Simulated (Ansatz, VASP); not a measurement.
# P in VASP and in Ansatz

INCAR

```
PREC = Accurate
ENCUT = 520
EDIFF = 1E-7
ISMEAR = -1
SIGMA = 0.1
LREAL = False
LASPH = True
NELM = 100
ALGO = Normal
ISIF = 2
LWAVE = False
LCHARG = False
GGA = PE
NBANDS = 8
```

File KPOINTS:

```
regular mesh
0
Gamma
  14 14 14
```

The input POSCAR:

```
P
1.0
    2.4758238374      0.0000000000      0.0000000000
    0.0000000000      2.4758238374      0.0000000000
    0.0000000000      0.0000000000      2.4758238374
P
1
Direct
    0.0000000000      0.0000000000      0.0000000000
```

Input for Ansatz:

```yaml
crystal:
  lattice:
    - [2.4758238374, 0.0, 0.0]
    - [0.0, 2.4758238374, 0.0]
    - [0.0, 0.0, 2.4758238374]
  atoms:
    - { symbol: P, position: [0.0, 0.0, 0.0] }
hamiltonian:
  xc: pbe
  pseudopotentials:
    kind: paw
    azcp:
      P: "pseudopotentials/P.paw.azcp"
basis:
  ecutwfc: 420
  fft_grid_basis: typed
kpoints:
  mp_grid: { grid: [14, 14, 14], shift: [0, 0, 0] }
magnetization:
  spin_polarized: false
scf:
  occupations: { method: fermi_dirac, width: 0.1 }
  lower_state_search: "off"
output:
  stress: true
```

Alike in both runs: task single point; functional PBE; k mesh 14 × 14 × 14; occupations fermi-dirac, width 0.1 eV; no spin polarisation.

```csv
,VASP,Ansatz
version,VASP 6.6.1,Ansatz 0.2.0
potentials or method,"VASP PAW PBE potentials, release 64 (P), cutoff 520 eV","plane waves (420 eV) with PAW, scalar-relativistic"
valence electrons in the cell,5,5
```

|  | VASP | Ansatz | Ansatz less VASP |
| --- | --- | --- | --- |
| pressure (GPa) | -3.2 | -2.9 | +0.23 |
